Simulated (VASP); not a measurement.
Here is a VASP 6.6.1 calculation.

Contents of INCAR:

```
SYSTEM = CdS
ALGO = Normal
EDIFF = 1E-6
ENCUT = 520
GGA = PE
ISIF = 2
ISMEAR = -1
LASPH = .True.
LCHARG = .False.
LREAL = .False.
LWAVE = .False.
NBANDS = 16
NELM = 60
PREC = Accurate
SIGMA = 0.02
```

File KPOINTS:

```
k-points
0
Gamma
  7 7 7
  0 0 0
```

The input POSCAR:

```
CdS
1.0
    0.0000000000      2.9429534649      2.8840943956
    2.9429534649      0.0000000000      2.8840943956
    2.9429534649      2.9429534649      0.0000000000
Cd S
1 1
Direct
    0.0000000000      0.0000000000      0.0000000000
    0.7500000000      0.7500000000      0.7500000000
```

Potentials or basis: VASP PAW PBE potentials, release 64 (Cd, S).

Command:

```sh
$ cat potpaw_PBE.64/Cd/POTCAR potpaw_PBE.64/S/POTCAR > POTCAR
$ mpirun -np 1 vasp_std > vasp.out
```

Question: What does it give for the pressure?

Answer: 2.7 GPa.

Question: Predict the band gap on the k mesh.

Answer: 1.10 eV, direct.

Stress tensor (GPa, compression positive):
```
2.63 0.00 0.00
0.00 2.63 0.00
0.00 0.00 2.95
```

Caveat: the cell differs from its parent crystal (zz strain of -2 %).
